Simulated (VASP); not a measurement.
# Be3CdS4 in VASP: notebook

Be3CdS4 is run at these levels: PBE; tasks: single point, relaxation of cell and atoms.

Everything below comes from runs of VASP 6.6.1. Logs are shortened: lines on timing, memory, paths and dates and some standing lists are left out, and cuts for length are marked.

### Step 1. The cell of the first run

The structure is tetragonal, space group P-4m2 (No. 115). The conventional cell has a = 3.616 Å, b = 3.616 Å, c = 10.393 Å, α = 90.00°, β = 90.00°, γ = 90.00°. Be (site symmetry 2mm) has 4 S at 2.13 to 2.15 Å within 2.8 Å. Be (site symmetry -4m2) has 4 S at 2.15 Å within 2.8 Å. Cd (site symmetry -4m2) has 4 S at 2.51 Å within 3.3 Å. S (site symmetry 2mm) has 2 Be at 2.13 Å and 2 Cd at 2.51 Å within 2.8 Å. Within 2.8 Å of S (site symmetry 2mm) lie 4 Be at 2.15 Å.

### Step 2. Single point, PBE

INCAR

```
PREC = Accurate
ENCUT = 520
EDIFF = 1E-7
ISMEAR = 0
SIGMA = 0.15
LREAL = F
LASPH = T
NELM = 80
ALGO = Normal
ISIF = 2
LWAVE = F
LCHARG = F
GGA = PE
NBANDS = 31
```

KPOINTS

```
regular mesh
0
Gamma
  3 3 2
```

POSCAR

```
Be3CdS4
1.0
    3.6162436829      0.0000000000      0.0000000000
    0.0000000000      3.6162436829      0.0000000000
    0.0000000000      0.0000000000     10.3934275087
Be Cd S
3 1 4
Direct
    0.5000000000      0.5000000000      0.2765058821
    0.0000000000      0.0000000000      0.5000000000
    0.5000000000      0.5000000000      0.7234941179
    0.0000000000      0.0000000000      0.0000000000
    0.5000000000      0.0000000000      0.1679935181
    0.5000000000      0.0000000000      0.6115881986
    0.0000000000      0.5000000000      0.3884118014
    0.0000000000      0.5000000000      0.8320064819
```

Potentials or basis: VASP PAW PBE potentials, release 64 (Be, Cd, S).

Command:

```
$ cat potpaw_PBE.64/Be/POTCAR potpaw_PBE.64/Cd/POTCAR potpaw_PBE.64/S/POTCAR > POTCAR
$ mpirun -np 1 vasp_std > vasp.out
```

OUTCAR:

```text
PREC = Accurate
   ENCUT = 520
   EDIFF = 1E-7
   ISMEAR = 0
   LREAL = F
   LASPH = T
   NELM = 80
   ISIF = 2
   GGA = PE

 ion  position               nearest neighbor table
   1  0.500  0.500  0.277-   5 2.13   5 2.13   7 2.15   7 2.15
   2  0.000  0.000  0.500-   6 2.15   7 2.15   7 2.15   6 2.15
   3  0.500  0.500  0.723-   8 2.13   8 2.13   6 2.15   6 2.15
   4  0.000  0.000  0.000-   5 2.51   8 2.51   8 2.51   5 2.51
   5  0.500  0.000  0.168-   1 2.13   1 2.13   4 2.51   4 2.51
   6  0.500  0.000  0.612-   2 2.15   2 2.15   3 2.15   3 2.15
   7  0.000  0.500  0.388-   2 2.15   2 2.15   1 2.15   1 2.15
   8  0.000  0.500  0.832-   3 2.13   3 2.13   4 2.51   4 2.51

  LATTYP: Found a simple tetragonal cell.
 ALAT       =     3.6162436829
 C/A-ratio  =     2.8740948952

  Lattice vectors:

 A1 = (   3.6162436829,   0.0000000000,   0.0000000000)
 A2 = (   0.0000000000,   3.6162436829,   0.0000000000)
 A3 = (   0.0000000000,   0.0000000000,  10.3934275087)

Analysis of symmetry for initial positions (statically):
=====================================================================
 Subroutine PRICEL returns:
 Original cell was already a primitive cell.

 Routine SETGRP: Setting up the symmetry group for a
 simple tetragonal supercell.

 Subroutine GETGRP returns: Found  8 space group operations
 (whereof  8 operations were pure point group operations)
 out of a pool of 16 trial point group operations.

The static configuration has the point symmetry D_2d.

Analysis of symmetry for dynamics (positions and initial velocities):
=====================================================================
 Subroutine PRICEL returns:
 Original cell was already a primitive cell.

 Routine SETGRP: Setting up the symmetry group for a
 simple tetragonal supercell.

 Subroutine GETGRP returns: Found  8 space group operations
 (whereof  8 operations were pure point group operations)
 out of a pool of 16 trial point group operations.

The dynamic configuration has the point symmetry D_2d.

 Subroutine INISYM returns: Found  8 space group operations
 (whereof  8 operations are pure point group operations),
 and found     1 'primitive' translations

----------------------------------------------------------------------------------------

                                     Primitive cell

  volume of cell :     135.9171

  direct lattice vectors                    reciprocal lattice vectors
     3.616243683  0.000000000  0.000000000     0.276530037  0.000000000  0.000000000
     0.000000000  3.616243683  0.000000000     0.000000000  0.276530037  0.000000000
     0.000000000  0.000000000 10.393427509     0.000000000  0.000000000  0.096214651

  length of vectors
     3.616243683  3.616243683 10.393427509     0.276530037  0.276530037  0.096214651

  position of ions in fractional coordinates (direct lattice)
     0.500000000  0.500000000  0.276505882
     0.000000000  0.000000000  0.500000000
     0.500000000  0.500000000  0.723494118
     0.000000000  0.000000000  0.000000000
     0.500000000  0.000000000  0.167993518
     0.500000000  0.000000000  0.611588199
     0.000000000  0.500000000  0.388411801
     0.000000000  0.500000000  0.832006482

  ion indices of the primitive-cell ions
   primitive index   ion index
                 1           1
                 2           2
                 3           3
                 4           4
                 5           5
                 6           6
                 7           7
                 8           8

----------------------------------------------------------------------------------------

 KPOINTS: regular mesh

Automatic generation of k-mesh.
 Grid dimensions read from file:
 generate k-points for:    3    3    2

 Generating k-lattice:

  Cartesian coordinates                     Fractional coordinates (reciprocal lattice)
     0.092176679  0.000000000  0.000000000     0.333333333  0.000000000  0.000000000
     0.000000000  0.092176679  0.000000000     0.000000000  0.333333333  0.000000000
     0.000000000  0.000000000  0.048107325     0.000000000  0.000000000  0.500000000

  Length of vectors
     0.092176679  0.092176679  0.048107325

  Shift w.r.t. Gamma in fractional coordinates (k-lattice)
     0.000000000  0.000000000  0.000000000

 Subroutine IBZKPT returns following result:
 ===========================================

 Found      6 irreducible k-points:

 Following reciprocal coordinates:
            Coordinates               Weight
  0.000000  0.000000  0.000000      1.000000
  0.333333  0.000000  0.000000      4.000000
  0.333333  0.333333  0.000000      4.000000
  0.000000  0.000000  0.500000      1.000000
  0.333333  0.000000  0.500000      4.000000
  0.333333  0.333333  0.500000      4.000000
   k-points           NKPTS =      6   k-points in BZ     NKDIM =      6   number of bands    NBANDS=     31
   number of dos      NEDOS =    301   number of ions     NIONS =      8
   total plane-waves  NPLWV =  62720
   dimension x,y,z NGX =    28 NGY =   28 NGZ =   80
   dimension x,y,z NGXF=    56 NGYF=   56 NGZF=  160
   ions per type =               3   1   4
   NGX,Y,Z   is equivalent  to a cutoff of  12.87, 12.87, 12.80 a.u.
   NGXF,Y,Z  is equivalent  to a cutoff of  25.74, 25.74, 25.59 a.u.
 SYSTEM =  unknown system
   PREC   = accura    normal or accurate (medium, high low for compatibility)
   ISTART =      0    job   : 0-new  1-cont  2-samecut
   ICHARG =      2    charge: 1-file 2-atom 10-const
   ISPIN  =      1    spin polarized calculation?
   LNONCOLLINEAR =      F non collinear calculations
   LSORBIT =      F    spin-orbit coupling
   LASPH  =      T    aspherical Exc in radial PAW
   ENCUT  =  520.0 eV  38.22 Ry    6.18 a.u.   6.72  6.72 19.32*2*pi/ulx,y,z
   NELM   =     80;   NELMIN=  2; NELMDL= -5     # of ELM steps
   EDIFF  = 0.1E-06   stopping-criterion for ELM
   LREAL  =      F    real-space projection
   EDIFFG = 0.1E-05   stopping-criterion for IOM
   NSW    =      0    number of steps for IOM
   IBRION =     -1    ionic relax: 0-MD 1-quasi-New 2-CG
   NFREE  =      0    steps in history (QN), initial steepest desc. (CG)
   ISIF   =      2    stress and relaxation
   ISYM   =      2    0-nonsym 1-usesym 2-fastsym
   POTIM  = 0.5000    time-step for ionic-motion
   TEBEG  =    0.0;   TEEND  =   0.0 temperature during run
   PSTRESS=    0.0 pullay stress
   NELECT =      42.0000    total number of electrons
   NUPDOWN=      -1.0000    fix difference up-down
   EMIN   =  10.00;   EMAX   =-10.00  energy-range for DOS
   EFERMI =   0.00;   METHOD = LEGACY
   ISMEAR =     0;   SIGMA  =   0.15  broadening in eV -4-tet -1-fermi 0-gaus
   EFERMI_NEDOS =   21; number of points for ismear=-14 and -15
   IALGO  =     38    algorithm
   IMIX   =      4    mixing-type and parameters
     AMIX     =   0.40;   BMIX     =  1.00
     AMIX_MAG =   1.60;   BMIX_MAG =  1.00
  volume/ion in A,a.u.               =      16.99       114.65
  Fermi-wavevector in a.u.,A,eV,Ry     =   1.106793  2.091536 16.667021  1.224992
  Thomas-Fermi vector in A             =   2.243299
   LORBIT       =      0    0 simple, 1 ext, 2 COOP (PROOUT), +10 PAW based schemes
   GGA     = PE    functional components
   LHFCALC =     F    Hartree Fock is set to
   AEXX    =    0.0000 exact exchange contribution
   IVDW    =     0    specifies the selected vdW correction
   LEPSILON=     F    determine dielectric tensor
   LRPA    =     F    only Hartree local field effects (RPA)
 non-spin polarized calculation
 Gauss-broadening in eV      SIGMA  =   0.15
  energy-cutoff  :      520.00
  volume of cell :      135.92
 maximum number of plane-waves:      3671
 NGX is ok and might be reduce to    28
   NGX = 13   NGY = 13   NGZ = 39

 number of electron      41.9999998 magnetization

 Free energy of the ion-electron system (eV)
  ---------------------------------------------------
  ext. energy  EPLUGINS =         0.00000000
  ---------------------------------------------------
  free energy    TOTEN  =       -35.40110944 eV

  energy without entropy =      -35.40110944  energy(sigma->0) =      -35.40110944

 E-fermi :   4.0478     XC(G=0):  -9.5505

 val. band max:        3.3813148992   @ k =   0.0000   0.0000   0.0000
 cond. band min:       6.2497762923   @ k =   0.0000   0.0000   0.5000
 fundamental gap:      2.8684613931
 Fermi energy:         4.0478151098

 k-point     1 :       0.0000    0.0000    0.0000
  band No.  band energies     occupation
      1     -10.0989      2.00000
      2      -9.5092      2.00000
      3      -9.0567      2.00000
      4      -8.2516      2.00000
      5      -4.6116      2.00000
      6      -4.4633      2.00000
[... 23 lines left out ...]
     30       9.5379      0.00000
     31       9.6918      0.00000

 k-point     2 :       0.3333    0.0000    0.0000
  band No.  band energies     occupation
      1      -9.4598      2.00000
      2      -9.0914      2.00000
      3      -8.8101      2.00000
      4      -8.4293      2.00000
      5      -4.5831      2.00000
      6      -4.4327      2.00000
[... 23 lines left out ...]
     30      10.7433      0.00000
     31      10.8024      0.00000

 k-point     3 :       0.3333    0.3333    0.0000
  band No.  band energies     occupation
      1      -8.9495      2.00000
      2      -8.7471      2.00000
      3      -8.5716      2.00000
      4      -8.3569      2.00000
      5      -4.4765      2.00000
      6      -4.4253      2.00000
[... 23 lines left out ...]
     30      11.1942      0.00000
     31      11.4761      0.00000

 k-point     4 :       0.0000    0.0000    0.5000
  band No.  band energies     occupation
      1     -10.0355      2.00000
      2      -9.6997      2.00000
      3      -8.8201      2.00000
      4      -8.3639      2.00000
      5      -4.6299      2.00000
      6      -4.4633      2.00000
[... 23 lines left out ...]
     30       9.6220      0.00000
     31       9.6446      0.00000

 k-point     5 :       0.3333    0.0000    0.5000
  band No.  band energies     occupation
      1      -9.4182      2.00000
      2      -9.1977      2.00000
      3      -8.7110      2.00000
      4      -8.4629      2.00000
      5      -4.5826      2.00000
      6      -4.4327      2.00000
[... 23 lines left out ...]
     30      10.6820      0.00000
     31      11.0140      0.00000

 k-point     6 :       0.3333    0.3333    0.5000
  band No.  band energies     occupation
      1      -8.9242      2.00000
      2      -8.8026      2.00000
      3      -8.5287      2.00000
      4      -8.3697      2.00000
      5      -4.4793      2.00000
      6      -4.4258      2.00000
[... 23 lines left out ...]
     30      11.1923      0.00000
     31      11.2651      0.00000

------------------------ aborting loop because EDIFF is reached ----------------------------------------

  FORCE on cell =-STRESS in cart. coord.  units (eV):
  Direction    XX          YY          ZZ          XY          YZ          ZX
  --------------------------------------------------------------------------------------
  -------------------------------------------------------------------------------------
  Total        0.0522043      0.0522043      0.3920393      0.0000000     -0.0000000      0.0000000
  in kB        0.6153792      0.6153792      4.6213194      0.0000000     -0.0000000      0.0000000
  external PRESSURE =       1.9506926 kB  Pullay stress =       0.0000000 kB

 VOLUME and BASIS-vectors are now :
 -----------------------------------------------------------------------------
  energy-cutoff  :      520.00
  volume of cell :      135.92
      direct lattice vectors                 reciprocal lattice vectors
     3.616243683  0.000000000  0.000000000     0.276530037  0.000000000  0.000000000
     0.000000000  3.616243683  0.000000000     0.000000000  0.276530037  0.000000000
     0.000000000  0.000000000 10.393427509     0.000000000  0.000000000  0.096214651

 POSITION                                       TOTAL-FORCE (eV/Angst)
 -----------------------------------------------------------------------------------
      1.80812      1.80812      2.87384         0.000000     -0.000000     -0.038042
      0.00000      0.00000      5.19671         0.000000      0.000000     -0.000000
      1.80812      1.80812      7.51958         0.000000      0.000000      0.038042
      0.00000      0.00000      0.00000        -0.000000      0.000000     -0.000000
      1.80812      0.00000      1.74603         0.000000      0.000000      0.108595
      1.80812      0.00000      6.35650         0.000000      0.000000     -0.034521
      0.00000      1.80812      4.03693        -0.000000      0.000000      0.034521
      0.00000      1.80812      8.64740         0.000000      0.000000     -0.108595
 -----------------------------------------------------------------------------------
    total drift:                               -0.000000     -0.000000      0.000000

  FREE ENERGIE OF THE ION-ELECTRON SYSTEM (eV)
  ---------------------------------------------------
  free  energy   TOTEN  =       -35.4011094383 eV

  energy  without entropy=      -35.4011094383  energy(sigma->0) =      -35.40110944
```

It took 41 s on 1 thread of AMD EPYC 7R13, shared host; peak memory 0.21 GiB.

What came out:

- Free energy: -35.4011 eV
- Pressure: 0.2 GPa
- Largest force: 0.109 eV/Å
- Band gap on the k mesh: 2.87 eV (least direct gap 2.92 eV)

Forces in eV/Å, atoms in the order of the input:
```
Be   0.000  0.000 -0.038
Be   0.000  0.000  0.000
Be   0.000  0.000  0.038
Cd   0.000  0.000  0.000
S    0.000  0.000  0.109
S    0.000  0.000 -0.035
S    0.000  0.000  0.035
S    0.000  0.000 -0.109
```

Caveat: the k points lie up to 0.58 Å⁻¹ apart; an odd mesh through Γ misses points on the zone boundary, where band edges can lie.

[end of part 1 of 2]
